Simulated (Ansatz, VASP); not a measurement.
**MgO in VASP and in Ansatz**

Contents of INCAR:

```
ALGO = Normal
EDIFF = 1E-6
ENCUT = 520
ISIF = 2
ISMEAR = 0
LASPH = T
LCHARG = F
LREAL = F
LWAVE = F
NBANDS = 16
NELM = 60
PREC = Accurate
SIGMA = 0.05
```

File KPOINTS:

```
k-points
0
Gamma
  6 6 6
```

POSCAR

```
MgO
1.0
    3.4340821948      0.0000000000      0.0000000000
   -1.7170410974      3.0192917963      0.0000000000
    0.0000000000      0.0000000000      4.1780412200
Mg O
2 2
Direct
    0.6666666667      0.3333333333      0.7500000000
    0.3333333333      0.6666666667      0.2500000000
    0.6666666667      0.3333333333      0.2500000000
    0.3333333333      0.6666666667      0.7500000000
```

Input for Ansatz:

```yaml
crystal:
  lattice:
    - [3.4340821948, 0.0, 0.0]
    - [-1.7170410974, 3.0192917963, 0.0]
    - [0.0, 0.0, 4.17804122]
  atoms:
    - { symbol: Mg, position: [0.6666666667, 0.3333333333, 0.75] }
    - { symbol: Mg, position: [0.3333333333, 0.6666666667, 0.25] }
    - { symbol: O, position: [0.6666666667, 0.3333333333, 0.25] }
    - { symbol: O, position: [0.3333333333, 0.6666666667, 0.75] }
basis:
  ecutwfc: 420
kpoints:
  mp_grid: { grid: [6, 6, 6] }
hamiltonian:
  xc: lda
scf:
  occupations: { method: gaussian, width: 0.05 }
output:
  forces: true
  stress: true
  eigenvalues: true
```

Change from the starting cell: strain -0.0150 x Voigt [1, 0, 0, 0, 0, 0], atoms carried along.

Alike in both runs: task single point; functional LDA; k mesh 6 × 6 × 6; occupations gaussian, width 0.05 eV; no spin polarisation.

|  | VASP | Ansatz |
| --- | --- | --- |
| version | VASP 6.6.1 | Ansatz 0.2.0 |
| potentials or method | VASP PAW LDA potentials, release 64 (Mg, O), cutoff 520 eV | scalar-relativistic, plane waves, PAW |
| valence electrons in the cell | 16 | 32 |

```csv
,VASP,Ansatz,Ansatz less VASP
gap on the k mesh at the Fermi level (eV),3.40,3.41,+0.004
least direct gap on the mesh (eV),3.40,3.41,+0.004
pressure (GPa),-3.8,-2.1,+1.72
"traceless stress, the component that is largest in VASP (GPa)",1.83,1.84,+0.005
rms of the force components (eV/Å),0.074,0.072,-0.0021
```

LDA's correlation is that of Perdew and Zunger in VASP and of Perdew and Wang (1992) in Ansatz. Atom by atom the forces differ by 0.002 eV/Å (rms over components). VASP's potentials hold 16 valence electrons a cell and Ansatz's 32, so a difference there can come from the potentials and not from the codes.
